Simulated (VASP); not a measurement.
# I (P6_3/mmc) in VASP: further runs

I is run at these levels: PBE; tasks: single point.

All numbers are computed with VASP 6.6.1; they aren't measurements. Logs are shortened: lines on timing, memory, paths and dates and some standing lists are left out, and cuts for length are marked.

## (1) The cell of the first run

It takes space group P6_3/mmc (No. 194, hexagonal). The conventional cell has a = 2.758 Å, b = 2.758 Å, c = 4.703 Å, α = 90.00°, β = 90.00°, γ = 120.00°. I (site symmetry -6m2) has 12 I at 2.76 to 2.84 Å within 3.6 Å.

## (2) Single point, PBE

File INCAR:

```
  PREC = Accurate
  ENCUT = 520
  EDIFF = 1E-6
  ISMEAR = -1
  SIGMA = 0.08
  LREAL = False
  LASPH = True
  NELM = 80
  ALGO = Normal
  ISIF = 2
  LWAVE = False
  LCHARG = False
  GGA = PE
  NBANDS = 14
```

File KPOINTS:

```
Automatic mesh
0
Gamma
  12 12 7
```

File POSCAR:

```
I
1.0
    2.7578695592      0.0000000000      0.0000000000
   -1.3789347796      2.3883850986      0.0000000000
    0.0000000000      0.0000000000      4.7027566411
I
2
Direct
    0.3333333333      0.6666666667      0.2500000000
    0.6666666667      0.3333333333      0.7500000000
```

Potentials or basis: VASP PAW PBE potentials, release 64 (I).

Launch:

```bash
> cat potpaw_PBE.64/I/POTCAR > POTCAR
> mpirun -np 1 vasp_std > vasp.out
```

OUTCAR:

```text
PREC = Accurate
   ENCUT = 520
   EDIFF = 1E-6
   ISMEAR = -1
   LREAL = False
   LASPH = True
   NELM = 80
   ISIF = 2
   GGA = PE

 ion  position               nearest neighbor table
   1  0.333  0.667  0.250-   2 2.84   2 2.84   2 2.84   2 2.84   2 2.84   2 2.84
   2  0.667  0.333  0.750-   1 2.84   1 2.84   1 2.84   1 2.84   1 2.84   1 2.84

  LATTYP: Found a hexagonal cell.
 ALAT       =     2.7578695592
 C/A-ratio  =     1.7052135861

  Lattice vectors:

 A1 = (   2.7578695592,   0.0000000000,   0.0000000000)
 A2 = (  -1.3789347796,   2.3883850986,   0.0000000000)
 A3 = (   0.0000000000,   0.0000000000,   4.7027566411)

Analysis of symmetry for initial positions (statically):
=====================================================================
 Subroutine PRICEL returns:
 Original cell was already a primitive cell.

 Routine SETGRP: Setting up the symmetry group for a
 hexagonal supercell.

 Subroutine GETGRP returns: Found 24 space group operations
 (whereof 12 operations were pure point group operations)
 out of a pool of 24 trial point group operations.

The static configuration has the point symmetry D_3d.
 The point group associated with its full space group is D_6h.

Analysis of symmetry for dynamics (positions and initial velocities):
=====================================================================
 Subroutine PRICEL returns:
 Original cell was already a primitive cell.

 Routine SETGRP: Setting up the symmetry group for a
 hexagonal supercell.

 Subroutine GETGRP returns: Found 24 space group operations
 (whereof 12 operations were pure point group operations)
 out of a pool of 24 trial point group operations.

The dynamic configuration has the point symmetry D_3d.
 The point group associated with its full space group is D_6h.

 Subroutine INISYM returns: Found 24 space group operations
 (whereof 12 operations are pure point group operations),
 and found     1 'primitive' translations

----------------------------------------------------------------------------------------

                                     Primitive cell

  volume of cell :      30.9764

  direct lattice vectors                    reciprocal lattice vectors
     2.757869559  0.000000000  0.000000000     0.362598730  0.209346474  0.000000000
    -1.378934780  2.388385099  0.000000000     0.000000000  0.418692949  0.000000000
     0.000000000  0.000000000  4.702756641     0.000000000  0.000000000  0.212641239

  length of vectors
     2.757869559  2.757869559  4.702756641     0.418692949  0.418692949  0.212641239

  position of ions in fractional coordinates (direct lattice)
     0.333333333  0.666666667  0.250000000
     0.666666667  0.333333333  0.750000000

  ion indices of the primitive-cell ions
   primitive index   ion index
                 1           1
                 2           2

----------------------------------------------------------------------------------------

 KPOINTS: Automatic mesh

Automatic generation of k-mesh.
 Grid dimensions read from file:
 generate k-points for:   12   12    7

 Generating k-lattice:

  Cartesian coordinates                     Fractional coordinates (reciprocal lattice)
     0.030216561  0.017445540  0.000000000     0.083333333  0.000000000  0.000000000
     0.000000000  0.034891079  0.000000000     0.000000000  0.083333333  0.000000000
     0.000000000  0.000000000  0.030377320     0.000000000  0.000000000  0.142857143

  Length of vectors
     0.034891079  0.034891079  0.030377320

  Shift w.r.t. Gamma in fractional coordinates (k-lattice)
     0.000000000  0.000000000  0.000000000

 Subroutine IBZKPT returns following result:
 ===========================================

 Found     76 irreducible k-points:

 Following reciprocal coordinates:
            Coordinates               Weight
  0.000000  0.000000  0.000000      1.000000
  0.083333  0.000000  0.000000      6.000000
  0.166667  0.000000  0.000000      6.000000
  0.250000 -0.000000  0.000000      6.000000
  0.333333  0.000000  0.000000      6.000000
  0.416667 -0.000000  0.000000      6.000000
[... 16 lines left out ...]
  0.250000 -0.000000  0.142857     12.000000
  0.333333  0.000000  0.142857     12.000000
 [... further k-points ...]
   k-points           NKPTS =     76   k-points in BZ     NKDIM =     76   number of bands    NBANDS=     14
   number of dos      NEDOS =    301   number of ions     NIONS =      2
   total plane-waves  NPLWV =  20736
   dimension x,y,z NGX =    24 NGY =   24 NGZ =   36
   dimension x,y,z NGXF=    48 NGYF=   48 NGZF=   72
   ions per type =               2
   NGX,Y,Z   is equivalent  to a cutoff of  14.47, 14.47, 12.73 a.u.
   NGXF,Y,Z  is equivalent  to a cutoff of  28.93, 28.93, 25.45 a.u.
 SYSTEM =  unknown system
   PREC   = accura    normal or accurate (medium, high low for compatibility)
   ISTART =      0    job   : 0-new  1-cont  2-samecut
   ICHARG =      2    charge: 1-file 2-atom 10-const
   ISPIN  =      1    spin polarized calculation?
   LNONCOLLINEAR =      F non collinear calculations
   LSORBIT =      F    spin-orbit coupling
   LASPH  =      T    aspherical Exc in radial PAW
   ENCUT  =  520.0 eV  38.22 Ry    6.18 a.u.   5.13  5.13  8.74*2*pi/ulx,y,z
   NELM   =     80;   NELMIN=  2; NELMDL= -5     # of ELM steps
   EDIFF  = 0.1E-05   stopping-criterion for ELM
   LREAL  =      F    real-space projection
   EDIFFG = 0.1E-04   stopping-criterion for IOM
   NSW    =      0    number of steps for IOM
   IBRION =     -1    ionic relax: 0-MD 1-quasi-New 2-CG
   NFREE  =      0    steps in history (QN), initial steepest desc. (CG)
   ISIF   =      2    stress and relaxation
   ISYM   =      2    0-nonsym 1-usesym 2-fastsym
   POTIM  = 0.5000    time-step for ionic-motion
   TEBEG  =    0.0;   TEEND  =   0.0 temperature during run
   PSTRESS=    0.0 pullay stress
   NELECT =      14.0000    total number of electrons
   NUPDOWN=      -1.0000    fix difference up-down
   EMIN   =  10.00;   EMAX   =-10.00  energy-range for DOS
   EFERMI =   0.00;   METHOD = LEGACY
   ISMEAR =    -1;   SIGMA  =   0.08  broadening in eV -4-tet -1-fermi 0-gaus
   EFERMI_NEDOS =   21; number of points for ismear=-14 and -15
   IALGO  =     38    algorithm
   IMIX   =      4    mixing-type and parameters
     AMIX     =   0.40;   BMIX     =  1.00
     AMIX_MAG =   1.60;   BMIX_MAG =  1.00
  volume/ion in A,a.u.               =      15.49       104.52
  Fermi-wavevector in a.u.,A,eV,Ry     =   1.256340  2.374139 21.475315  1.578391
  Thomas-Fermi vector in A             =   2.390053
   LORBIT       =      0    0 simple, 1 ext, 2 COOP (PROOUT), +10 PAW based schemes
   GGA     = PE    functional components
   LHFCALC =     F    Hartree Fock is set to
   AEXX    =    0.0000 exact exchange contribution
   IVDW    =     0    specifies the selected vdW correction
   LEPSILON=     F    determine dielectric tensor
   LRPA    =     F    only Hartree local field effects (RPA)
 non-spin polarized calculation
  energy-cutoff  :      520.00
  volume of cell :       30.98
 maximum number of plane-waves:       853
 NGX is ok and might be reduce to    24
   NGX = 11   NGY = 11   NGZ = 17

 number of electron      13.9999999 magnetization

 Free energy of the ion-electron system (eV)
  ---------------------------------------------------
  ext. energy  EPLUGINS =         0.00000000
  ---------------------------------------------------
  free energy    TOTEN  =         6.61617157 eV

  energy without entropy =        6.64363265  energy(sigma->0) =        6.62990211

 E-fermi :  19.4937     XC(G=0): -13.1143

 val. band max:       19.4687244622   @ k =   0.3333   0.0000   0.4286
 cond. band min:      19.5027039655   @ k =   0.3333   0.2500   0.4286
 fundamental gap:      0.0339795033
 Fermi energy:        19.4937289576

 k-point     1 :       0.0000    0.0000    0.0000
  band No.  band energies     occupation
      1      -3.0022      2.00000
      2       2.6026      2.00000
      3       6.3951      2.00000
      4      21.8794      0.00000
      5      21.8794      0.00000
      6      23.0407      0.00000
      7      24.3125      0.00000
      8      24.3125      0.00000
      9      26.8877      0.00000
     10      27.2401      0.00000
     11      29.0954      0.00000
     12      29.6868      0.00000
     13      29.6868      0.00000
     14      30.8161      0.00000

 k-point     2 :       0.0833    0.0000    0.0000
  band No.  band energies     occupation
      1      -2.8095      2.00000
      2       2.7836      2.00000
      3       6.5921      2.00000
      4      19.8780      0.01628
      5      21.0017      0.00000
      6      23.0373      0.00000
      7      23.3260      0.00000
      8      24.5787      0.00000
      9      26.4083      0.00000
     10      27.9042      0.00000
     11      28.6271      0.00000
     12      28.8941      0.00000
     13      29.4767      0.00000
     14      31.0440      0.00000

 k-point     3 :       0.1667    0.0000    0.0000
  band No.  band energies     occupation
      1      -2.2318      2.00000
      2       3.3247      2.00000
      3       7.1780      2.00000
      4      16.4901      2.00000
      5      19.5485      0.67054
      6      21.0530      0.00000
      7      22.6148      0.00000
      8      24.0445      0.00000
      9      24.3703      0.00000
     10      26.8267      0.00000
     11      28.6048      0.00000
     12      28.9917      0.00000
     13      29.6765      0.00000
     14      30.1171      0.00000

 k-point     4 :       0.2500   -0.0000    0.0000
  band No.  band energies     occupation
      1      -1.2715      2.00000
      2       4.2127      2.00000
      3       8.1358      2.00000
      4      13.1090      2.00000
      5      18.0674      2.00000
      6      18.2271      2.00000
      7      20.8880      0.00000
      8      22.9507      0.00000
      9      23.0583      0.00000
     10      26.2629      0.00000
     11      28.3089      0.00000
     12      28.6586      0.00000
     13      29.2475      0.00000
     14      29.8703      0.00000

 k-point     5 :       0.3333    0.0000    0.0000
  band No.  band energies     occupation
      1       0.0612      2.00000
      2       5.3641      2.00000
      3       9.4264      2.00000
      4      10.0866      2.00000
      5      15.0428      2.00000
      6      17.2133      2.00000
      7      18.4834      1.99999
      8      21.9629      0.00000
      9      22.2647      0.00000
     10      26.2221      0.00000
     11      28.0239      0.00000
[... 276 lines left out ...]
 k-point    22 :       0.1667    0.0000    0.1429
  band No.  band energies     occupation
      1      -2.0882      2.00000
      2       2.5613      2.00000
      3       8.2218      2.00000
      4      16.6272      2.00000
      5      19.6899      0.15857
      6      20.5181      0.00001
      7      21.4873      0.00000
      8      23.6190      0.00000
      9      24.3754      0.00000
     10      26.7703      0.00000
     11      27.7812      0.00000
     12      30.2837      0.00000
     13      30.3748      0.00000
     14      31.0335      0.00000

 k-point    23 :       0.2500   -0.0000    0.1429
  band No.  band energies     occupation
      1      -1.1282      2.00000
      2       3.4753      2.00000
      3       9.1300      2.00000
      4      13.2662      2.00000
      5      17.4156      2.00000
      6      18.3750      2.00000
      7      20.8583      0.00000
      8      22.4980      0.00000
      9      23.2626      0.00000
     10      25.3334      0.00000
     11      26.8482      0.00000
     12      29.8875      0.00000
     13      30.1343      0.00000
     14      31.7988      0.00000

 k-point    24 :       0.3333    0.0000    0.1429
  band No.  band energies     occupation
      1       0.2037      2.00000
      2       4.6955      2.00000
      3       9.7575      2.00000
      4      10.8218      2.00000
      5      14.3758      2.00000
      6      17.3641      2.00000
      7      19.0868      1.98772
      8      21.5198      0.00000
      9      22.4127      0.00000
     10      25.3075      0.00000
     11      26.4171      0.00000
     12      29.2616      0.00000
     13      29.6553      0.00000
     14      32.7262      0.00000

 [... further k-points ...]
[... 5 lines left out ...]
  --------------------------------------------------------------------------------------
  -------------------------------------------------------------------------------------
  Total       29.8186405     29.8186405     30.0027726      0.0000000     -0.0000000      0.0000000
  in kB     1542.2963912   1542.2963912   1551.8201725      0.0000000     -0.0000000      0.0000000
  external PRESSURE =    1545.4709850 kB  Pullay stress =       0.0000000 kB

 VOLUME and BASIS-vectors are now :
 -----------------------------------------------------------------------------
  energy-cutoff  :      520.00
  volume of cell :       30.98
      direct lattice vectors                 reciprocal lattice vectors
     2.757869559  0.000000000  0.000000000     0.362598730  0.209346474  0.000000000
    -1.378934780  2.388385099  0.000000000     0.000000000  0.418692949  0.000000000
     0.000000000  0.000000000  4.702756641     0.000000000  0.000000000  0.212641239

 POSITION                                       TOTAL-FORCE (eV/Angst)
 -----------------------------------------------------------------------------------
     -0.00000      1.59226      1.17569         0.000000     -0.000000      0.000000
      1.37893      0.79613      3.52707        -0.000000      0.000000      0.000000
 -----------------------------------------------------------------------------------
    total drift:                               -0.000000      0.000000     -0.000000

  FREE ENERGIE OF THE ION-ELECTRON SYSTEM (eV)
  ---------------------------------------------------
  free  energy   TOTEN  =         6.6161715688 eV

  energy  without entropy=        6.6436326523  energy(sigma->0) =        6.62990211
```

Run time: 13 s. Hardware: 1 thread of Intel Xeon 6975P-C (Granite Rapids), shared host; peak memory 0.17 GiB.

Results:

- Free energy: 6.6162 eV
- Pressure: 154.5 GPa
- Band gap on the k mesh: zero (band 7 reaches 24.31 eV, above the bottom of band 8 at 14.27 eV)

Stress tensor (GPa, compression positive):
```
154.23   0.00   0.00
  0.00 154.23   0.00
  0.00   0.00 155.18
```

Caveat: spin-orbit coupling is left out, which moves the levels of the heavy elements.

(Continued in part 2 of 2.)
